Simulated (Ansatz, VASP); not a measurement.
# NaH in VASP and in Ansatz

POSCAR

```
NaH
1.0
    0.0000000000      2.3975122873      2.3975122873
    2.3975122873      0.0000000000      2.3975122873
    2.3975122873      2.3975122873      0.0000000000
Na H
1 1
Direct
    0.0000000000      0.0000000000      0.0000000000
    0.5000000000      0.5000000000      0.5000000000
```

File INCAR.step1:

```
PREC = Accurate
ENCUT = 400
EDIFF = 1E-5
ISMEAR = 0
SIGMA = 0.01
LREAL = False
LASPH = True
NELM = 120
ALGO = Normal
ISIF = 2
LWAVE = True
LCHARG = False
GGA = PE
NBANDS = 11
GGA_COMPAT = False
```

Contents of INCAR.step2:

```
PREC = Accurate
ENCUT = 400
EDIFF = 1E-6
ISMEAR = 0
SIGMA = 0.01
LREAL = False
LASPH = True
NELM = 120
ALGO = Normal
ISIF = 2
LWAVE = False
LCHARG = False
GGA = PE
LHFCALC = True
AEXX = 1.0
HFSCREEN = 0.3
PRECFOCK = Normal
ISTART = 1
NBANDS = 11
ALDAC = 1.0
AGGAC = 1.0
GGA_COMPAT = False
```

The input KPOINTS:

```
regular mesh
0
Gamma
  4 4 4
```

Input for Ansatz:

```yaml
crystal:
  lattice:
    - [0.0, 2.3975122873, 2.3975122873]
    - [2.3975122873, 0.0, 2.3975122873]
    - [2.3975122873, 2.3975122873, 0.0]
  atoms:
    - { symbol: Na, position: [0.0, 0.0, 0.0] }
    - { symbol: H, position: [0.5, 0.5, 0.5] }
kpoints:
  mp_grid: { grid: [4, 4, 4] }
hamiltonian:
  xc: { exchange: pbe, correlation: pbe, exx: { coeff: 1.0, omega: 0.3 } }
scf:
  occupations: { method: fixed }
  n_extra_bands: 4
output:
  forces: true
  stress: true
  eigenvalues: true
```

Alike in both runs: task single point; functional PBE-based screened hybrid; k mesh 4 × 4 × 4; no spin polarisation.

```csv
,VASP,Ansatz
version,VASP 6.6.1,Ansatz 0.2.0
potentials or method,"VASP PAW PBE potentials, release 64 (Na_pv, H)",plane waves
plane-wave cutoff (eV),400,420
occupations,"gaussian, width 0.01 eV",fixed
valence electrons in the cell,8,10
```

Ansatz gave:

```
gap on the k mesh at the Fermi level (eV) : 7.31
pressure (GPa)                            : -0.9
```

Q: What did VASP give for the same quantities?

A: gap on the k mesh at the Fermi level (eV): 7.28; pressure (GPa): -1.4.

VASP's potentials were made for PBE, not for PBE-based screened hybrid. VASP's potentials hold 8 valence electrons a cell and Ansatz's 10, so a difference there can come from the potentials and not from the codes. Ansatz's warnings: stress exchange threshold loose, stress scf threshold loose.

The k mesh is coarse, so the values compare programs but aren't converged.
